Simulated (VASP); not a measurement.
# Cu (P2/m) in VASP: further runs

Cu is run at these levels: PBEsol+D3(BJ); tasks: single point.

Everything below comes from runs of VASP 6.6.1. Logs are shortened: lines on timing, memory, paths and dates and some standing lists are left out, and cuts for length are marked.

## 1. The cell of the first run

The structure is monoclinic, space group P2/m (No. 10). Conventional cell: a = 12.870 Å, b = 2.508 Å, c = 22.336 Å, α = 90.00°, β = 103.23°, γ = 90.00°. Within 3.3 Å of Cu (site symmetry 2/m) lie 2 Cu at 2.51 Å.

## 2. Single point, PBEsol+D3(BJ) (strain +0.1125 x Voigt [1, 1, 0, 0, 0, 0])

File INCAR:

```
SYSTEM = Cu
PREC = Accurate
ENCUT = 520
EDIFF = 1E-6
ISMEAR = 0
SIGMA = 0.15
LREAL = .False.
LASPH = .True.
NELM = 100
ALGO = Fast
ISIF = 2
LWAVE = .False.
LCHARG = .True.
GGA = PS
IVDW = 12
LELF = .True.
LVHAR = .True.
NBANDS = 12
```

File KPOINTS:

```
regular mesh
0
Gamma
  6 26 4
  0 0 0
```

File POSCAR:

```
Cu
1.0
   12.8697586776      0.0000000000      0.0000014014
    0.0000000000      2.5082815117      0.0000000000
   -5.1117751994      0.0000000000     21.7431577353
Cu
1
Direct
    0.5000000000      0.5000000000      0.5000000000
```

Potentials or basis: VASP PAW PBE potentials, release 64 (Cu).

Started as:

```bash
> cat potpaw_PBE.64/Cu/POTCAR > POTCAR
> mpirun -np 1 vasp_std > vasp.out
```

OUTCAR:

```text
SYSTEM = Cu
   PREC = Accurate
   ENCUT = 520
   EDIFF = 1E-6
   ISMEAR = 0
   LREAL = .False.
   LASPH = .True.
   NELM = 100
   ISIF = 2
   GGA = PS
   IVDW = 12
 IVDW          = 12

 ion  position               nearest neighbor table
   1  0.500  0.500  0.500-

  LATTYP: Found a simple monoclinic cell.
 ALAT       =    12.8697586776
 B/A-ratio  =     0.1948973228
 C/A-ratio  =     1.7355384482
 COS(beta)  =    -0.2288584239

  Lattice vectors:

 A1 = (  12.8697586776,   0.0000000000,   0.0000014014)
 A2 = (   0.0000000000,   2.5082815117,   0.0000000000)
 A3 = (  -5.1117751994,   0.0000000000,  21.7431577353)

Analysis of symmetry for initial positions (statically):
=====================================================================
 Subroutine PRICEL returns:
 Original cell was already a primitive cell.

 Routine SETGRP: Setting up the symmetry group for a
 simple monoclinic supercell.

 Subroutine GETGRP returns: Found  4 space group operations
 (whereof  4 operations were pure point group operations)
 out of a pool of  4 trial point group operations.

The static configuration has the point symmetry C_2h.

Analysis of symmetry for dynamics (positions and initial velocities):
=====================================================================
 Subroutine PRICEL returns:
 Original cell was already a primitive cell.

 Routine SETGRP: Setting up the symmetry group for a
 simple monoclinic supercell.

 Subroutine GETGRP returns: Found  4 space group operations
 (whereof  4 operations were pure point group operations)
 out of a pool of  4 trial point group operations.

The dynamic configuration has the point symmetry C_2h.

 Subroutine INISYM returns: Found  4 space group operations
 (whereof  4 operations are pure point group operations),
 and found     1 'primitive' translations

----------------------------------------------------------------------------------------

                                     Primitive cell

  volume of cell :     701.8904

  direct lattice vectors                    reciprocal lattice vectors
    12.869758678  0.000000000  0.000001401     0.077701533  0.000000000  0.018267483
     0.000000000  2.508281512  0.000000000     0.000000000  0.398679333  0.000000000
    -5.111775199  0.000000000 21.743157735    -0.000000005  0.000000000  0.045991479

  length of vectors
    12.869758678  2.508281512 22.335961004     0.079819979  0.398679333  0.045991479

  position of ions in fractional coordinates (direct lattice)
     0.500000000  0.500000000  0.500000000

  ion indices of the primitive-cell ions
   primitive index   ion index
                 1           1

----------------------------------------------------------------------------------------

 KPOINTS: regular mesh

Automatic generation of k-mesh.
 Grid dimensions read from file:
 generate k-points for:    6   26    4

 Generating k-lattice:

  Cartesian coordinates                     Fractional coordinates (reciprocal lattice)
     0.012950255  0.000000000  0.003044581     0.166666667  0.000000000  0.000000000
     0.000000000  0.015333820  0.000000000     0.000000000  0.038461538  0.000000000
    -0.000000001  0.000000000  0.011497870     0.000000000  0.000000000  0.250000000

  Length of vectors
     0.013303330  0.015333820  0.011497870

  Shift w.r.t. Gamma in fractional coordinates (k-lattice)
     0.000000000  0.000000000  0.000000000

 Subroutine IBZKPT returns following result:
 ===========================================

 Found    196 irreducible k-points:

 Following reciprocal coordinates:
            Coordinates               Weight
  0.000000  0.000000  0.000000      1.000000
  0.166667  0.000000  0.000000      2.000000
  0.333333  0.000000  0.000000      2.000000
  0.500000  0.000000  0.000000      1.000000
  0.000000  0.038462  0.000000      2.000000
  0.166667  0.038462  0.000000      4.000000
[... 16 lines left out ...]
  0.333333  0.192308  0.000000      4.000000
  0.500000  0.192308  0.000000      2.000000
 [... further k-points ...]
   k-points           NKPTS =    196   k-points in BZ     NKDIM =    196   number of bands    NBANDS=     12
   number of dos      NEDOS =    301   number of ions     NIONS =      1
   total plane-waves  NPLWV = 322560
   dimension x,y,z NGX =    96 NGY =   20 NGZ =  168
   dimension x,y,z NGXF=   192 NGYF=   40 NGZF=  336
   ions per type =               1
   NGX,Y,Z   is equivalent  to a cutoff of  12.40, 13.26, 12.50 a.u.
   NGXF,Y,Z  is equivalent  to a cutoff of  24.80, 26.51, 25.01 a.u.
 SYSTEM =  Cu
   PREC   = accura    normal or accurate (medium, high low for compatibility)
   ISTART =      0    job   : 0-new  1-cont  2-samecut
   ICHARG =      2    charge: 1-file 2-atom 10-const
   ISPIN  =      1    spin polarized calculation?
   LNONCOLLINEAR =      F non collinear calculations
   LSORBIT =      F    spin-orbit coupling
   LASPH  =      T    aspherical Exc in radial PAW
   ENCUT  =  520.0 eV  38.22 Ry    6.18 a.u.  23.93  4.66 41.53*2*pi/ulx,y,z
   NELM   =    100;   NELMIN=  2; NELMDL= -5     # of ELM steps
   EDIFF  = 0.1E-05   stopping-criterion for ELM
   LREAL  =      F    real-space projection
   EDIFFG = 0.1E-04   stopping-criterion for IOM
   NSW    =      0    number of steps for IOM
   IBRION =     -1    ionic relax: 0-MD 1-quasi-New 2-CG
   NFREE  =      0    steps in history (QN), initial steepest desc. (CG)
   ISIF   =      2    stress and relaxation
   ISYM   =      2    0-nonsym 1-usesym 2-fastsym
   POTIM  = 0.5000    time-step for ionic-motion
   TEBEG  =    0.0;   TEEND  =   0.0 temperature during run
   PSTRESS=    0.0 pullay stress
   NELECT =      11.0000    total number of electrons
   NUPDOWN=      -1.0000    fix difference up-down
   EMIN   =  10.00;   EMAX   =-10.00  energy-range for DOS
   EFERMI =   0.00;   METHOD = LEGACY
   ISMEAR =     0;   SIGMA  =   0.15  broadening in eV -4-tet -1-fermi 0-gaus
   EFERMI_NEDOS =   21; number of points for ismear=-14 and -15
   IALGO  =     68    algorithm
   IMIX   =      4    mixing-type and parameters
     AMIX     =   0.40;   BMIX     =  1.00
     AMIX_MAG =   1.60;   BMIX_MAG =  1.00
  volume/ion in A,a.u.               =     701.89      4736.59
  Fermi-wavevector in a.u.,A,eV,Ry     =   0.409684  0.774191  2.283618  0.167841
  Thomas-Fermi vector in A             =   1.364830
   LORBIT       =      0    0 simple, 1 ext, 2 COOP (PROOUT), +10 PAW based schemes
   GGA     = PS    functional components
   LHFCALC =     F    Hartree Fock is set to
   AEXX    =    0.0000 exact exchange contribution
   IVDW    =    12    specifies the selected vdW correction
   LEPSILON=     F    determine dielectric tensor
   LRPA    =     F    only Hartree local field effects (RPA)
 non-spin polarized calculation
 RMM-DIIS sequential band-by-band and
 Gauss-broadening in eV      SIGMA  =   0.15
  energy-cutoff  :      520.00
  volume of cell :      701.89
 maximum number of plane-waves:     18999
   NGX = 47   NGY =  9   NGZ = 83

 number of electron      10.9999999 magnetization

 Free energy of the ion-electron system (eV)
  ---------------------------------------------------
  ext. energy  EPLUGINS =         0.00000000
  ---------------------------------------------------
  free energy    TOTEN  =        -1.81044347 eV

  energy without entropy =       -1.79264695  energy(sigma->0) =       -1.80154521

 E-fermi :  -5.0454     XC(G=0):  -0.6606

 val. band max:       -5.1797551400   @ k =  -0.3333   0.0000   0.2500
 cond. band min:      -5.0057394588   @ k =   0.0000   0.2692   0.0000
 fundamental gap:      0.1740156812
 Fermi energy:        -5.0454311492

 k-point     1 :       0.0000    0.0000    0.0000
  band No.  band energies     occupation
      1      -7.6812      2.00000
      2      -5.7943      2.00000
      3      -5.6824      2.00000
      4      -5.6824      2.00000
      5      -5.1798      1.79465
      6      -5.1798      1.79465
      7      -1.8765      0.00000
      8      -1.8729      0.00000
      9       0.0090      0.00000
     10       0.4003      0.00000
     11       0.4661      0.00000
     12       0.8838      0.00000

 k-point     2 :       0.1667    0.0000    0.0000
  band No.  band energies     occupation
      1      -7.6812      2.00000
      2      -5.7943      2.00000
      3      -5.6824      2.00000
      4      -5.6824      2.00000
      5      -5.1798      1.79466
      6      -5.1798      1.79465
      7      -1.8763      0.00000
      8      -1.8745      0.00000
      9       0.0446      0.00000
     10       0.4097      0.00000
     11       0.5048      0.00000
     12       0.7564      0.00000

 k-point     3 :       0.3333    0.0000    0.0000
  band No.  band energies     occupation
      1      -7.6812      2.00000
      2      -5.7943      2.00000
      3      -5.6824      2.00000
      4      -5.6824      2.00000
      5      -5.1798      1.79466
      6      -5.1798      1.79464
      7      -1.8779      0.00000
      8      -1.8760      0.00000
      9       0.1442      0.00000
     10       0.4440      0.00000
     11       0.5338      0.00000
     12       0.6093      0.00000

 k-point     4 :       0.5000    0.0000    0.0000
  band No.  band energies     occupation
      1      -7.6812      2.00000
      2      -5.7943      2.00000
      3      -5.6824      2.00000
      4      -5.6823      2.00000
      5      -5.1798      1.79466
      6      -5.1798      1.79464
      7      -1.8795      0.00000
      8      -1.8758      0.00000
      9       0.2485      0.00000
     10       0.3900      0.00000
     11       0.4795      0.00000
     12       0.6108      0.00000

 k-point     5 :       0.0000    0.0385    0.0000
  band No.  band energies     occupation
      1      -7.6402      2.00000
      2      -5.7812      2.00000
      3      -5.6789      2.00000
      4      -5.6789      2.00000
      5      -5.2027      1.86187
      6      -5.2027      1.86186
      7      -1.8290      0.00000
      8      -1.8253      0.00000
      9       0.0438      0.00000
     10       0.4354      0.00000
     11       0.5021      0.00000
     12       0.9184      0.00000
[... 228 lines left out ...]
      1      -6.7032      2.00000
      2      -5.6155      2.00000
      3      -5.6155      2.00000
      4      -5.6058      2.00000
      5      -5.6058      2.00000
      6      -5.4568      1.99989
      7      -0.7921      0.00000
      8      -0.7871      0.00000
      9       0.8807      0.00000
     10       1.2795      0.00000
     11       1.3619      0.00000
     12       1.7586      0.00000

 k-point    22 :       0.1667    0.1923    0.0000
  band No.  band energies     occupation
      1      -6.7032      2.00000
      2      -5.6155      2.00000
      3      -5.6155      2.00000
      4      -5.6058      2.00000
      5      -5.6058      2.00000
      6      -5.4568      1.99989
      7      -0.7918      0.00000
      8      -0.7894      0.00000
      9       0.9171      0.00000
     10       1.2923      0.00000
     11       1.3950      0.00000
     12       1.6407      0.00000

 k-point    23 :       0.3333    0.1923    0.0000
  band No.  band energies     occupation
      1      -6.7032      2.00000
      2      -5.6155      2.00000
      3      -5.6155      2.00000
      4      -5.6058      2.00000
      5      -5.6058      2.00000
      6      -5.4568      1.99989
      7      -0.7939      0.00000
      8      -0.7913      0.00000
      9       1.0170      0.00000
     10       1.3275      0.00000
     11       1.4186      0.00000
     12       1.4986      0.00000

 k-point    24 :       0.5000    0.1923    0.0000
  band No.  band energies     occupation
      1      -6.7032      2.00000
      2      -5.6155      2.00000
      3      -5.6155      2.00000
      4      -5.6058      2.00000
      5      -5.6058      2.00000
      6      -5.4568      1.99989
      7      -0.7961      0.00000
      8      -0.7911      0.00000
      9       1.1149      0.00000
     10       1.2841      0.00000
     11       1.3600      0.00000
     12       1.5089      0.00000

 [... further k-points ...]

------------------------ aborting loop because EDIFF is reached ----------------------------------------

 Edisp (eV)   -0.02423

 E8    (eV) :    -0.0167

  FORCE on cell =-STRESS in cart. coord.  units (eV):
  Direction    XX          YY          ZZ          XY          YZ          ZX
  --------------------------------------------------------------------------------------
  -------------------------------------------------------------------------------------
  Total      -0.00044    -2.34988     0.00070     0.00000     0.00000     0.00076
  in kB      -0.00100    -5.36398     0.00160     0.00000     0.00000     0.00173
  external pressure =       -1.79 kB  Pullay stress =        0.00 kB

 VOLUME and BASIS-vectors are now :
 -----------------------------------------------------------------------------
  energy-cutoff  :      520.00
  volume of cell :      701.89
      direct lattice vectors                 reciprocal lattice vectors
    12.869758678  0.000000000  0.000001401     0.077701533  0.000000000  0.018267483
     0.000000000  2.508281512  0.000000000     0.000000000  0.398679333  0.000000000
    -5.111775199  0.000000000 21.743157735    -0.000000005  0.000000000  0.045991479

 POSITION                                       TOTAL-FORCE (eV/Angst)
 -----------------------------------------------------------------------------------
      3.87899      1.25414     10.87158         0.000000      0.000000      0.000000
 -----------------------------------------------------------------------------------
    total drift:                                0.000000     -0.000000     -0.000000

  FREE ENERGIE OF THE ION-ELECTRON SYSTEM (eV)
  ---------------------------------------------------
  free  energy   TOTEN  =        -1.8346701775 eV

  energy  without entropy=       -1.8168736543  energy(sigma->0) =       -1.82577192
```

Wall time 29 min (1 thread of Intel Xeon 6975P-C (Granite Rapids), shared host); peak memory 1.8 GiB.

Results:

```yaml
Free_energy: -1.8347 eV
Pressure: -0.2 GPa
Band_gap_on_the_k_mesh: zero (an odd number of electrons rules out a gap without spin polarisation)
Dispersion_energy_per_atom: -0.024 eV
```

Stress tensor (GPa, compression positive):
```
 0.00  0.00  0.00
 0.00 -0.54  0.00
 0.00  0.00  0.00
```

Levels at points of the mesh, in eV from the Fermi level:
| k point | band 1 | band 2 | band 3 | band 4 | band 5 | band 6 | band 7 | band 8 | band 9 | band 10 |
| --- | --- | --- | --- | --- | --- | --- | --- | --- | --- | --- |
| (0.00, 0.00, 0.00) | -2.64 | -0.75 | -0.64 | -0.64 | -0.13 | -0.13 | 3.17 | 3.17 | 5.05 | 5.45 |
| (0.50, 0.00, 0.00) | -2.64 | -0.75 | -0.64 | -0.64 | -0.13 | -0.13 | 3.17 | 3.17 | 5.29 | 5.44 |
| (0.00, 0.50, 0.00) | -1.23 | -1.23 | -0.40 | -0.40 | -0.18 | 3.65 | 5.48 | 8.80 | 8.80 | 10.30 |
| (0.50, 0.50, 0.00) | -1.23 | -1.23 | -0.40 | -0.40 | -0.18 | 3.65 | 5.48 | 8.79 | 8.80 | 10.28 |
| (0.00, 0.00, 0.50) | -2.64 | -0.75 | -0.64 | -0.64 | -0.13 | -0.13 | 3.17 | 3.17 | 5.09 | 5.28 |
| (0.50, 0.00, 0.50) | -2.64 | -0.75 | -0.64 | -0.64 | -0.13 | -0.13 | 3.17 | 3.17 | 5.31 | 5.45 |
| (0.00, 0.50, 0.50) | -1.23 | -1.23 | -0.40 | -0.40 | -0.18 | 3.65 | 5.48 | 8.80 | 8.80 | 10.30 |
| (0.50, 0.50, 0.50) | -1.23 | -1.23 | -0.40 | -0.40 | -0.18 | 3.65 | 5.48 | 8.79 | 8.80 | 10.28 |

Caveat: the cell differs from its parent crystal (strain +0.1125 x Voigt [1, 1, 0, 0, 0, 0]); the PAW data sets were made with another functional, which shifts forces and pressure a little.

(Part 1 of 2 ends here.)
